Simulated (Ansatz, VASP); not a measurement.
**One calculation of Zr2N, two programs**

```
CELL_PARAMETERS angstrom
5.41300 0.00000 0.00000
0.00000 5.41300 0.00000
0.00000 0.00000 3.30779
ATOMIC_POSITIONS crystal
Zr 0.29613 0.29613 0.00000
Zr 0.70387 0.70387 0.00000
Zr 0.79613 0.20387 0.50000
Zr 0.20387 0.79613 0.50000
N 0.00000 0.00000 0.00000
N 0.50000 0.50000 0.50000
```

Alike in both runs: task single point; functional PBEsol; k mesh 10 × 10 × 16; occupations gaussian, width 0.1 eV; no spin polarisation.

|  | VASP | Ansatz |
| --- | --- | --- |
| version | VASP 6.6.1 | Ansatz 0.2.0 |
| potentials or method | VASP PAW PBE potentials, release 64 (Zr_sv, N), cutoff 520 eV | scalar-relativistic, plane waves, PAW |
| valence electrons in the cell | 58 | 58 |

VASP gave:

```
gap on the k mesh at the Fermi level (eV)                     : none
pressure (GPa)                                                : -4.7
traceless stress, the component that is largest in VASP (GPa) : -0.44
rms of the force components (eV/Å)                            : 0.023
```

Task: What did Ansatz give for the same quantities?

Result: gap on the k mesh at the Fermi level (eV): none; pressure (GPa): -4.9; traceless stress, the component that is largest in VASP (GPa): -0.45; rms of the force components (eV/Å): 0.026.

VASP's potentials were made for PBE, not for PBEsol. Atom by atom the forces differ by 0.002 eV/Å (rms over components). A gap of «none» marks a metal or a gap that the smearing closes.
